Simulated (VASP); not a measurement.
# Sr3CuOs (Pm-3m) in VASP: single point with PBE

Aim: the single point of Sr3CuOs with PBE.

Program: VASP 6.6.1. These are calculated values, not measurements. Logs are shortened: lines on timing, memory, paths and dates and some standing lists are left out, and cuts for length are marked.

## Step 1: The cell of the first run

The structure is cubic, space group Pm-3m (No. 221). The conventional cell has a = 5.600 Å, b = 5.600 Å, c = 5.600 Å, α = 90.00°, β = 90.00°, γ = 90.00°. Within 3.7 Å of Sr (site symmetry 4/mmm) lie 2 Cu at 2.80 Å. Within 3.7 Å of Cu (site symmetry m-3m) lie 6 Sr at 2.80 Å. Os (site symmetry m-3m) has 12 Sr at 3.96 Å and 8 Cu at 4.85 Å within 5.2 Å.

## Step 2: Single point, PBE, collinear spin, ferromagnetic start

The input, INCAR:

```
SYSTEM = Sr3CuOs
PREC     = Accurate       ! precision mode
ENCUT    = 520            ! plane-wave cutoff, eV
EDIFF    = 1E-6           ! SCF threshold, eV
ISMEAR   = 0              ! smearing method
SIGMA    = 0.1            ! smearing width, eV
LREAL    = .FALSE.        ! projectors in reciprocal space
LASPH    = .TRUE.         ! aspherical terms in the spheres
NELM     = 150            ! most SCF steps
ALGO     = Normal         ! electronic algorithm
ISIF     = 2              ! what is computed and relaxed
LWAVE    = .FALSE.        ! write WAVECAR
LCHARG   = .FALSE.        ! write CHGCAR
ISPIN    = 2              ! spin polarisation
MAGMOM   = 0 0 0 0 1.86   ! initial moments
LORBIT   = 11             ! projections on sites
LMAXMIX  = 4              ! l up to which the mixer works
GGA      = PE             ! functional
NBANDS   = 36             ! bands
```

The input, KPOINTS:

```
Automatic mesh
0
G
  8 8 8
  0 0 0
```

The input, POSCAR:

```
Sr3CuOs
1.0
    5.5998234088      0.0000000000      0.0000000000
    0.0000000000      5.5998234088      0.0000000000
    0.0000000000      0.0000000000      5.5998234088
Sr Cu Os
3 1 1
Direct
    0.5000000000      0.0000000000      0.0000000000
    0.0000000000      0.5000000000      0.0000000000
    0.0000000000      0.0000000000      0.5000000000
    0.0000000000      0.0000000000      0.0000000000
    0.5000000000      0.5000000000      0.5000000000
```

Potentials or basis: VASP PAW PBE potentials, release 64 (Sr_sv, Cu, Os).

Launch:

```console
$ cat potpaw_PBE.64/Sr_sv/POTCAR potpaw_PBE.64/Cu/POTCAR potpaw_PBE.64/Os/POTCAR > POTCAR
$ mpirun -np 1 vasp_std > vasp.out
```

OUTCAR:

```text
SYSTEM = Sr3CuOs
   PREC = Accurate
   ENCUT = 520
   EDIFF = 1E-6
   ISMEAR = 0
   LREAL = .FALSE.
   LASPH = .TRUE.
   NELM = 150
   ISIF = 2
   ISPIN = 2
   LORBIT = 11
   GGA = PE

 ion  position               nearest neighbor table
   1  0.500  0.000  0.000-   4 2.80   4 2.80   2 3.96   5 3.96   3 3.96   5 3.96   2 3.96   5 3.96
                             5 3.96   2 3.96   3 3.96   3 3.96   3 3.96   2 3.96
   2  0.000  0.500  0.000-   4 2.80   4 2.80   1 3.96   5 3.96   3 3.96   5 3.96   1 3.96   3 3.96
                             3 3.96   3 3.96   1 3.96   5 3.96   5 3.96   1 3.96
   3  0.000  0.000  0.500-   4 2.80   4 2.80   1 3.96   5 3.96   1 3.96   2 3.96   2 3.96   2 3.96
                             5 3.96   2 3.96   1 3.96   5 3.96   1 3.96   5 3.96
   4  0.000  0.000  0.000-   1 2.80   2 2.80   3 2.80   3 2.80   2 2.80   1 2.80
   5  0.500  0.500  0.500-   1 3.96   2 3.96   3 3.96   1 3.96   2 3.96   1 3.96   3 3.96   1 3.96
                             2 3.96   3 3.96   2 3.96   3 3.96

  LATTYP: Found a simple cubic cell.
 ALAT       =     5.5998234088

  Lattice vectors:

 A1 = (   5.5998234088,   0.0000000000,   0.0000000000)
 A2 = (   0.0000000000,   5.5998234088,   0.0000000000)
 A3 = (   0.0000000000,   0.0000000000,   5.5998234088)

Analysis of symmetry for initial positions (statically):
=====================================================================
 Subroutine PRICEL returns:
 Original cell was already a primitive cell.

 Routine SETGRP: Setting up the symmetry group for a
 simple cubic supercell.

 Subroutine GETGRP returns: Found 48 space group operations
 (whereof 48 operations were pure point group operations)
 out of a pool of 48 trial point group operations.

The static configuration has the point symmetry O_h .

Analysis of symmetry for dynamics (positions and initial velocities):
=====================================================================
 Subroutine PRICEL returns:
 Original cell was already a primitive cell.

 Routine SETGRP: Setting up the symmetry group for a
 simple cubic supercell.

 Subroutine GETGRP returns: Found 48 space group operations
 (whereof 48 operations were pure point group operations)
 out of a pool of 48 trial point group operations.

The dynamic configuration has the point symmetry O_h .

Analysis of structural, dynamic, and magnetic symmetry:
=====================================================================
 Subroutine PRICEL returns:
 Original cell was already a primitive cell.

 Routine SETGRP: Setting up the symmetry group for a
 simple cubic supercell.

 Subroutine GETGRP returns: Found 48 space group operations
 (whereof 48 operations were pure point group operations)
 out of a pool of 48 trial point group operations.

The overall configuration has the point symmetry O_h .

 Subroutine INISYM returns: Found 48 space group operations
 (whereof 48 operations are pure point group operations),
 and found     1 'primitive' translations

----------------------------------------------------------------------------------------

                                     Primitive cell

  volume of cell :     175.5994

  direct lattice vectors                    reciprocal lattice vectors
     5.599823409  0.000000000  0.000000000     0.178577060  0.000000000  0.000000000
     0.000000000  5.599823409  0.000000000     0.000000000  0.178577060  0.000000000
     0.000000000  0.000000000  5.599823409     0.000000000  0.000000000  0.178577060

  length of vectors
     5.599823409  5.599823409  5.599823409     0.178577060  0.178577060  0.178577060

  position of ions in fractional coordinates (direct lattice)
     0.500000000  0.000000000  0.000000000
     0.000000000  0.500000000  0.000000000
     0.000000000  0.000000000  0.500000000
     0.000000000  0.000000000  0.000000000
     0.500000000  0.500000000  0.500000000

  ion indices of the primitive-cell ions
   primitive index   ion index
                 1           1
                 2           2
                 3           3
                 4           4
                 5           5

----------------------------------------------------------------------------------------

 KPOINTS: Automatic mesh

Automatic generation of k-mesh.
 Grid dimensions read from file:
 generate k-points for:    8    8    8
[... 22 lines left out ...]
  0.125000  0.000000  0.000000      6.000000
  0.250000  0.000000  0.000000      6.000000
  0.375000  0.000000  0.000000      6.000000
  0.500000  0.000000  0.000000      3.000000
  0.125000  0.125000  0.000000     12.000000
[... 16 lines left out ...]
  0.375000  0.375000  0.125000     24.000000
  0.500000  0.375000  0.125000     24.000000
 [... further k-points ...]
   k-points           NKPTS =     35   k-points in BZ     NKDIM =     35   number of bands    NBANDS=     36
   number of dos      NEDOS =    301   number of ions     NIONS =      5
   total plane-waves  NPLWV =  74088
   dimension x,y,z NGX =    42 NGY =   42 NGZ =   42
   dimension x,y,z NGXF=    84 NGYF=   84 NGZF=   84
   ions per type =               3   1   1
   NGX,Y,Z   is equivalent  to a cutoff of  12.47, 12.47, 12.47 a.u.
   NGXF,Y,Z  is equivalent  to a cutoff of  24.94, 24.94, 24.94 a.u.
 SYSTEM =  Sr3CuOs
   PREC   = accura    normal or accurate (medium, high low for compatibility)
   ISTART =      0    job   : 0-new  1-cont  2-samecut
   ICHARG =      2    charge: 1-file 2-atom 10-const
   ISPIN  =      2    spin polarized calculation?
   LNONCOLLINEAR =      F non collinear calculations
   LSORBIT =      F    spin-orbit coupling
   LASPH  =      T    aspherical Exc in radial PAW
   ENCUT  =  520.0 eV  38.22 Ry    6.18 a.u.  10.41 10.41 10.41*2*pi/ulx,y,z
   NELM   =    150;   NELMIN=  2; NELMDL= -5     # of ELM steps
   EDIFF  = 0.1E-05   stopping-criterion for ELM
   LREAL  =      F    real-space projection
   EDIFFG = 0.1E-04   stopping-criterion for IOM
   NSW    =      0    number of steps for IOM
   IBRION =     -1    ionic relax: 0-MD 1-quasi-New 2-CG
   NFREE  =      0    steps in history (QN), initial steepest desc. (CG)
   ISIF   =      2    stress and relaxation
   ISYM   =      2    0-nonsym 1-usesym 2-fastsym
   POTIM  = 0.5000    time-step for ionic-motion
   TEBEG  =    0.0;   TEEND  =   0.0 temperature during run
   PSTRESS=    0.0 pullay stress
   NELECT =      49.0000    total number of electrons
   NUPDOWN=      -1.0000    fix difference up-down
   EMIN   =  10.00;   EMAX   =-10.00  energy-range for DOS
   EFERMI =   0.00;   METHOD = LEGACY
   ISMEAR =     0;   SIGMA  =   0.10  broadening in eV -4-tet -1-fermi 0-gaus
   EFERMI_NEDOS =   21; number of points for ismear=-14 and -15
   IALGO  =     38    algorithm
   IMIX   =      4    mixing-type and parameters
     AMIX     =   0.40;   BMIX     =  1.00
     AMIX_MAG =   1.60;   BMIX_MAG =  1.00
  volume/ion in A,a.u.               =      35.12       237.00
  Fermi-wavevector in a.u.,A,eV,Ry     =   1.069792  2.021613 15.571244  1.144454
  Thomas-Fermi vector in A             =   2.205482
   LORBIT       =     11    0 simple, 1 ext, 2 COOP (PROOUT), +10 PAW based schemes
   GGA     = PE    functional components
   LHFCALC =     F    Hartree Fock is set to
   AEXX    =    0.0000 exact exchange contribution
   IVDW    =     0    specifies the selected vdW correction
   LEPSILON=     F    determine dielectric tensor
   LRPA    =     F    only Hartree local field effects (RPA)
 spin polarized calculation
 Gauss-broadening in eV      SIGMA  =   0.10
  energy-cutoff  :      520.00
  volume of cell :      175.60
 maximum number of plane-waves:      4761
 NGX is ok and might be reduce to    42
   NGX = 21   NGY = 21   NGZ = 21

 number of electron      49.0000022 magnetization       1.6430937

 Free energy of the ion-electron system (eV)
  ---------------------------------------------------
  ext. energy  EPLUGINS =         0.00000000
  ---------------------------------------------------
  free energy    TOTEN  =       -15.01317171 eV

  energy without entropy =      -14.98592221  energy(sigma->0) =      -14.99954696

 E-fermi :   2.1468     XC(G=0):  -8.5589

 val. band max:        2.1455357857   @ k =   0.5000   0.2500   0.0000
 cond. band min:       2.1516956859   @ k =   0.3750   0.2500   0.2500
 fundamental gap:      0.0061599002
 Fermi energy:         2.1468488252

 spin component 1

 k-point     1 :       0.0000    0.0000    0.0000
  band No.  band energies     occupation
      1     -33.5307      1.00000
      2     -33.4895      1.00000
      3     -33.4895      1.00000
      4     -15.7414      1.00000
      5     -15.7414      1.00000
      6     -15.7414      1.00000
[... 925 lines left out ...]
     35       5.9335      0.00000
     36       6.1646      0.00000

 [... further k-points ...]

 spin component 2

 k-point     1 :       0.0000    0.0000    0.0000
  band No.  band energies     occupation
      1     -33.5469      1.00000
      2     -33.5054      1.00000
      3     -33.5054      1.00000
      4     -15.7594      1.00000
      5     -15.7594      1.00000
      6     -15.7594      1.00000
[... 925 lines left out ...]
     35       5.8519      0.00000
     36       6.1631      0.00000

 [... further k-points ...]
[... 5 lines left out ...]
  --------------------------------------------------------------------------------------
  -------------------------------------------------------------------------------------
  Total        0.1058989      0.1058989      0.1058989     -0.0000000     -0.0000000     -0.0000000
  in kB        0.9662263      0.9662263      0.9662263     -0.0000000     -0.0000000     -0.0000000
  external PRESSURE =       0.9662263 kB  Pullay stress =       0.0000000 kB

 VOLUME and BASIS-vectors are now :
 -----------------------------------------------------------------------------
  energy-cutoff  :      520.00
  volume of cell :      175.60
      direct lattice vectors                 reciprocal lattice vectors
     5.599823409  0.000000000  0.000000000     0.178577060  0.000000000  0.000000000
     0.000000000  5.599823409  0.000000000     0.000000000  0.178577060  0.000000000
     0.000000000  0.000000000  5.599823409     0.000000000  0.000000000  0.178577060

 POSITION                                       TOTAL-FORCE (eV/Angst)
 -----------------------------------------------------------------------------------
      2.79991      0.00000      0.00000         0.000000      0.000000      0.000000
      0.00000      2.79991      0.00000         0.000000      0.000000      0.000000
      0.00000      0.00000      2.79991         0.000000      0.000000      0.000000
      0.00000      0.00000      0.00000         0.000000      0.000000      0.000000
      2.79991      2.79991      2.79991         0.000000      0.000000      0.000000
 -----------------------------------------------------------------------------------
    total drift:                                0.000000      0.000000     -0.000000

  FREE ENERGIE OF THE ION-ELECTRON SYSTEM (eV)
  ---------------------------------------------------
  free  energy   TOTEN  =       -15.0131717124 eV

  energy  without entropy=      -14.9859222103  energy(sigma->0) =      -14.99954696

 total charge

# of ion       s       p       d       tot
------------------------------------------
    1        2.052   5.735   0.210   7.997
    2        2.052   5.735   0.210   7.997
    3        2.052   5.735   0.210   7.997
    4        0.696   0.203   9.186  10.085
    5        0.574   0.082   5.844   6.500
--------------------------------------------------
tot          7.428  17.489  15.660  40.577

 magnetization (x)

# of ion       s       p       d       tot
------------------------------------------
    1       -0.003  -0.005  -0.014  -0.022
    2       -0.003  -0.005  -0.014  -0.022
    3       -0.003  -0.005  -0.014  -0.022
    4       -0.001   0.006  -0.004   0.001
    5        0.052   0.006   1.729   1.787
--------------------------------------------------
tot          0.042  -0.003   1.683   1.722
```

Wall time 6.9 min (1 thread of Intel Xeon Platinum 8488C (Sapphire Rapids), shared host); peak memory 0.54 GiB.

Results:

* Free energy: -15.0132 eV
* Pressure: 0.1 GPa
* Net moment: 1.64 μB per cell
* Site moments: Sr -0.02; Cu +0.00; Os +1.79 μB
* Valence electrons inside the program's atomic spheres: Sr 8.00; Cu 10.09; Os 6.50

Levels at points of the mesh, in eV from the Fermi level:
Spin up:
```
           k point  band 21  band 22  band 23  band 24  band 25  band 26  band 27  band 28  band 29  band 30
(0.00, 0.00, 0.00)    -1.54    -1.00    -1.00    -1.00     1.49     1.49     1.49     1.93     1.93     2.04
(0.50, 0.00, 0.00)    -1.04    -0.96    -0.95    -0.95    -0.38     0.71     1.30     1.30     1.52     1.52
(0.50, 0.50, 0.00)    -1.15    -1.15    -0.98    -0.95    -0.89    -0.89     0.72     1.19     1.19     1.23
(0.50, 0.50, 0.50)    -1.66    -1.66    -1.02    -1.02    -0.16    -0.16    -0.16     0.92     0.92     0.92
```
Spin down:
| k point | band 21 | band 22 | band 23 | band 24 | band 25 | band 26 | band 27 | band 28 |
| --- | --- | --- | --- | --- | --- | --- | --- | --- |
| (0.00, 0.00, 0.00) | -0.63 | -0.30 | -0.30 | -0.30 | 1.47 | 1.47 | 1.47 | 2.08 |
| (0.50, 0.00, 0.00) | -0.24 | -0.24 | -0.23 | -0.19 | 0.36 | 0.81 | 1.30 | 1.30 |
| (0.50, 0.50, 0.00) | -1.22 | -0.25 | -0.12 | -0.12 | 0.15 | 0.51 | 0.65 | 1.17 |
| (0.50, 0.50, 0.50) | -1.47 | -1.47 | 0.36 | 0.37 | 0.37 | 0.43 | 0.43 | 0.91 |

Caveat: spin-orbit coupling is left out, which moves the levels of the heavy elements.
